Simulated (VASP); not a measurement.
A run of VASP 6.6.1 is set up as follows.

File INCAR:

```
SYSTEM = C2N
PREC = Accurate
ENCUT = 520
EDIFF = 1E-6
ISMEAR = 0
SIGMA = 0.1
LREAL = .FALSE.
LASPH = .TRUE.
NELM = 150
ALGO = Normal
ISIF = 2
LWAVE = .FALSE.
LCHARG = .FALSE.
ISPIN = 2
MAGMOM = 1 1 1 1 1 1
LORBIT = 11
GGA = PE
NBANDS = 26
```

KPOINTS

```
Automatic mesh
0
G
  8 6 6
  0 0 0
```

File POSCAR:

```
C2N
1.0
    2.3277907800      0.0000000000      0.0000000000
    0.1723708100      2.7907859800      0.0000000000
    0.6671719600      1.1283629100      3.2251458900
C N
4 2
Direct
    0.2805090000      0.2817679900      0.8184990300
    0.7935289700      0.5222669800      0.6717619900
    0.2064710300      0.4777330200      0.3282380100
    0.7194910000      0.7182320100      0.1815009700
    0.8716260200      0.9803190200      0.7543720000
    0.1283739800      0.0196809800      0.2456280000
```

Potentials or basis: VASP PAW PBE potentials, release 64 (C, N).

Command:

```sh
$ cat potpaw_PBE.64/C/POTCAR potpaw_PBE.64/N/POTCAR > POTCAR
$ mpirun -np 1 vasp_std > vasp.out
```

Q: Predict the largest force.

A: 15.498 eV/Å.

Q: Predict the band gap on the k mesh.

A: Zero (filled and empty bands overlap).

Q: Predict the net moment.

A: 0.00 μB per cell.

Q: What does it give for the pressure?

A: 542.7 GPa.

Stress tensor (GPa, compression positive):
```
471.50  -2.06 -17.88
 -2.06 613.01 -50.03
-17.88 -50.03 543.66
```

Caveat: the k points lie up to 0.40 Å⁻¹ apart, too coarse for converged energies and pressures of a metal; forces of over 1 eV/Å act on the atoms, so gaps and moduli don't describe the material at rest.
